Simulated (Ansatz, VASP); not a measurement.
## One calculation of GaP, two programs

File INCAR:

```
SYSTEM = GaP
PREC = Accurate ; ENCUT = 520
EDIFF = 1E-7 ; ISMEAR = 1
SIGMA = 0.1 ; LREAL = .False.
LASPH = .True. ; NELM = 100
ALGO = Normal ; ISIF = 2
LWAVE = .False. ; LCHARG = .True.
GGA = PS ; LELF = .True.
LVHAR = .True. ; NBANDS = 26
```

Contents of KPOINTS:

```
regular mesh
0
Gamma
  12 12 12
  0 0 0
```

File POSCAR:

```
GaP
1.0
    1.9430151755      1.1218003346      6.3986560498
   -1.9430151755      1.1218003346      6.3986560498
    0.0000000000     -2.2436006692      6.3986560498
Ga P
2 2
Direct
    0.4353720000      0.4353720000      0.4353720000
    0.5646280000      0.5646280000      0.5646280000
    0.0573890000      0.0573890000      0.0573890000
    0.9426110000      0.9426110000      0.9426110000
```

Input for Ansatz:

```yaml
crystal:
  lattice:
    - [1.9430151755, 1.1218003346, 6.3986560498]
    - [-1.9430151755, 1.1218003346, 6.3986560498]
    - [0.0, -2.2436006692, 6.3986560498]
  atoms:
    - { symbol: Ga, position: [0.435372, 0.435372, 0.435372] }
    - { symbol: Ga, position: [0.564628, 0.564628, 0.564628] }
    - { symbol: P, position: [0.057389, 0.057389, 0.057389] }
    - { symbol: P, position: [0.942611, 0.942611, 0.942611] }
basis:
  ecutwfc: 420
kpoints:
  mp_grid: { grid: [12, 12, 12] }
hamiltonian:
  xc: pbesol
scf:
  occupations: { method: cold, width: 0.1 }
output:
  forces: true
  stress: true
  eigenvalues: true
```

Change from the starting cell: strain -0.0050 x Voigt [0, 0, 1, 0, 0, 0], atoms carried along.

Alike in both runs: task single point; functional PBEsol; k mesh 12 × 12 × 12; no spin polarisation.

|  | VASP | Ansatz |
| --- | --- | --- |
| version | VASP 6.6.1 | Ansatz 0.2.0 |
| potentials or method | VASP PAW PBE potentials, release 64 (Ga_d, P), cutoff 520 eV | scalar-relativistic, plane waves, PAW |
| occupations | methfessel-paxton of order 1, width 0.1 eV | cold, width 0.1 eV |
| valence electrons in the cell | 36 | 36 |

|  | VASP | Ansatz | Ansatz less VASP |
| --- | --- | --- | --- |
| gap on the k mesh at the Fermi level (eV) | 0.77 | 0.76 | -0.011 |
| least direct gap on the mesh (eV) | 0.99 | 0.99 | +0.002 |
| pressure (GPa) | -2.5 | -2.4 | +0.03 |
| traceless stress, the component that is largest in VASP (GPa) | 0.92 | 0.93 | +0.011 |
| rms of the force components (eV/Å) | 0.067 | 0.072 | +0.0053 |

VASP's potentials were made for PBE, not for PBEsol. Atom by atom the forces differ by 0.006 eV/Å (rms over components).
